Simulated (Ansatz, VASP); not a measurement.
This is a calculation of HfO2 for Ansatz 0.2.0.

The input input.yaml:

```yaml
crystal:
  lattice:
    - [5.21946336, 0.0, 0.0]
    - [0.0, 5.00476369, 0.0]
    - [0.0, 0.0, 5.03268505]
  atoms:
    - { symbol: Hf, position: [0.966994, 0.73252082, 0.74144035] }
    - { symbol: Hf, position: [0.533006, 0.73252082, 0.24144035] }
    - { symbol: Hf, position: [0.466994, 0.26747918, 0.74144035] }
    - { symbol: Hf, position: [0.033006, 0.26747918, 0.24144035] }
    - { symbol: O, position: [0.63212745, 0.9286454, 0.87926726] }
    - { symbol: O, position: [0.86787255, 0.9286454, 0.37926726] }
    - { symbol: O, position: [0.23394852, 0.53988305, 0.49229239] }
    - { symbol: O, position: [0.26605148, 0.53988305, 0.99229239] }
    - { symbol: O, position: [0.76605148, 0.46011695, 0.99229239] }
    - { symbol: O, position: [0.73394852, 0.46011695, 0.49229239] }
    - { symbol: O, position: [0.13212745, 0.0713546, 0.87926726] }
    - { symbol: O, position: [0.36787255, 0.0713546, 0.37926726] }
hamiltonian:
  xc: pbe
  pseudopotentials: { kind: paw }
  dispersion: d3bj
kpoints:
  mp_grid: { grid: [5, 6, 5] }
scf:
  occupations: { method: fermi_dirac, width: 0.05 }
output:
  forces: true
  stress: true
  eigenvalues: true
```

Potentials or basis: Ansatz PAW.

Run with:

```console
$ ansatz run input.yaml --threads 2 --pin off --max-ram 5120MiB --backend cpu --events-out ev --progress --plain --runs-dir out
```

**Question.** Set up the same calculation for VASP 6.6.1. Potentials there: VASP PAW PBE potentials, release 64 (Hf_pv, O).

**Answer.** As run (the cutoff follows the program's own potentials):

File INCAR:

```
SYSTEM = HfO2
PREC     = Accurate       ! precision mode
ENCUT    = 520            ! plane-wave cutoff, eV
EDIFF    = 1E-7           ! SCF threshold, eV
ISMEAR   = -1             ! smearing method
SIGMA    = 0.05           ! smearing width, eV
LREAL    = .FALSE.        ! projectors in reciprocal space
LASPH    = .TRUE.         ! aspherical terms in the spheres
NELM     = 80             ! most SCF steps
ALGO     = Normal         ! electronic algorithm
ISIF     = 2              ! what is computed and relaxed
LWAVE    = .FALSE.        ! write WAVECAR
LCHARG   = .FALSE.        ! write CHGCAR
GGA      = PE             ! functional
IVDW     = 12             ! dispersion correction
NBANDS   = 56             ! bands
```

Contents of KPOINTS:

```
Automatic mesh
0
G
  5 6 5
  0 0 0
```

Contents of POSCAR:

```
HfO2
1.0
    5.2194633600      0.0000000000      0.0000000000
    0.0000000000      5.0047636900      0.0000000000
    0.0000000000      0.0000000000      5.0326850500
Hf O
4 8
Direct
    0.9669940000      0.7325208200      0.7414403500
    0.5330060000      0.7325208200      0.2414403500
    0.4669940000      0.2674791800      0.7414403500
    0.0330060000      0.2674791800      0.2414403500
    0.6321274500      0.9286454000      0.8792672600
    0.8678725500      0.9286454000      0.3792672600
    0.2339485200      0.5398830500      0.4922923900
    0.2660514800      0.5398830500      0.9922923900
    0.7660514800      0.4601169500      0.9922923900
    0.7339485200      0.4601169500      0.4922923900
    0.1321274500      0.0713546000      0.8792672600
    0.3678725500      0.0713546000      0.3792672600
```

Potentials or basis: VASP PAW PBE potentials, release 64 (Hf_pv, O).

Run with:

```console
$ cat potpaw_PBE.64/Hf_pv/POTCAR potpaw_PBE.64/O/POTCAR > POTCAR
$ mpirun -np 1 vasp_std > vasp.out
```

Both were run:

|  | VASP | Ansatz | Ansatz less VASP |
| --- | --- | --- | --- |
| gap on the k mesh at the Fermi level (eV) | 4.44 | 4.48 | +0.045 |
| least direct gap on the mesh (eV) | 4.65 | 4.68 | +0.037 |
| pressure (GPa) | 2.7 | 6.1 | +3.42 |
| traceless stress, the component that is largest in VASP (GPa) | 0.17 | 0.17 | -0.004 |
| rms of the force components (eV/Å) | 0.030 | 0.054 | +0.0241 |

Atom by atom the forces differ by 0.029 eV/Å (rms over components). VASP's potentials hold 88 valence electrons a cell and Ansatz's 152, so a difference there can come from the potentials and not from the codes.

Neither program's run includes spin-orbit coupling. Noted on Ansatz's run: odd divisions of the mesh miss points on the zone boundary, where band edges often lie, so the gap on the mesh can be too wide.
